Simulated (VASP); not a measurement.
Wanted: the native input for a VASP 6.6.1 run.

```yaml
Task: single point
Functional: r2SCAN
Potentials_or_basis: VASP PAW PBE potentials, release 64 (W_sv, S)
Cutoff: 550 eV
k_mesh: 12 × 12 × 2
Occupations: fermi-dirac, width 0.02 eV
Spin: non-collinear spin, zero start, spin-orbit coupling
Starting_moments: "[[0.0, 0.0, 0.0], [0.0, 0.0, 0.0], [0.0, 0.0, 0.0], [0.0, 0.0, 0.0], [0.0, 0.0, 0.0], [0.0, 0.0, 0.0]] μB"
Dipole_correction: no
Further_INCAR_settings: ALGO = Normal; EDIFF = 1e-06; NBANDS = 68
```

The system is WS2.

```
W S
1.0
     3.16995    0.00000    0.00000
    -1.58497    2.74525    0.00000
     0.00000    0.00000   12.61598
W S
2 4
Direct
  0.33333 0.66667 0.25000
  0.66667 0.33333 0.75000
  0.66667 0.33333 0.37394
  0.66667 0.33333 0.12606
  0.33333 0.66667 0.87394
  0.33333 0.66667 0.62606
```

This cell differs from its parent crystal: uniaxial z strain +1.0%.

One way to write it, as run:

POSCAR

```
WS2
1.0
    3.1699462934      0.0000000000      0.0000000000
   -1.5849731467      2.7452540187      0.0000000000
    0.0000000000      0.0000000000     12.6159812580
W S
2 4
Direct
    0.3333333333      0.6666666667      0.2500000000
    0.6666666667      0.3333333333      0.7500000000
    0.6666666667      0.3333333333      0.3739370859
    0.6666666667      0.3333333333      0.1260629141
    0.3333333333      0.6666666667      0.8739370859
    0.3333333333      0.6666666667      0.6260629141
```

INCAR.step1

```
SYSTEM = WS2
PREC = Accurate ; ENCUT = 550
ISMEAR = -1 ; SIGMA = 0.02
LREAL = .FALSE. ; LASPH = .TRUE.
NELM = 200 ; MAGMOM = 0 0 0 0 0 0 0 0 0 0 0 0 0 0 0 0 0 0
LSORBIT = .TRUE. ; GGA_COMPAT = .FALSE.
LMAXMIX = 4 ; NBANDS = 68
GGA = PE ; ALGO = Normal
EDIFF = 1E-5 ; LWAVE = .TRUE.
LCHARG = .FALSE. ; KPAR = 4
```

INCAR.step2

```
SYSTEM = WS2
PREC = Accurate ; ENCUT = 550
EDIFF = 1E-6 ; ISMEAR = -1
SIGMA = 0.02 ; LREAL = .FALSE.
LASPH = .TRUE. ; NELM = 200
ALGO = Normal ; ISIF = 2
LWAVE = .FALSE. ; LCHARG = .TRUE.
MAGMOM = 0 0 0 0 0 0 0 0 0 0 0 0 0 0 0 0 0 0 ; LORBIT = 11
LSORBIT = .TRUE. ; GGA_COMPAT = .FALSE.
LORBMOM = .TRUE. ; LMAXMIX = 4
METAGGA = R2SCAN ; LMIXTAU = .TRUE.
LVHAR = .TRUE. ; NBANDS = 68
ISTART = 1 ; KPAR = 4
```

KPOINTS

```
Automatic mesh
0
G
  12 12 2
  0 0 0
```

Potentials or basis: VASP PAW PBE potentials, release 64 (W_sv, S).

Run with:

```console
$ cat potpaw_PBE.64/W_sv/POTCAR potpaw_PBE.64/S/POTCAR > POTCAR
$ cp INCAR.step1 INCAR
$ mpirun -np 4 vasp_ncl > vasp.out
$ cp INCAR.step2 INCAR
$ mpirun -np 4 vasp_ncl > vasp.out
```

It gave:

* Pressure: 1.5 GPa
* Net moment: 0.00 μB per cell
* Valence electrons inside the program's atomic spheres: W 12.02; S 3.74

Caveat: the cell differs from its parent crystal (uniaxial z strain +1.0%); the PAW data sets were made with another functional, which shifts forces and pressure a little.

Run time: 19 min on 4 MPI ranks on Oxide Virtual Turin-like Processor (shared host), peak memory 0.83 GiB a rank.
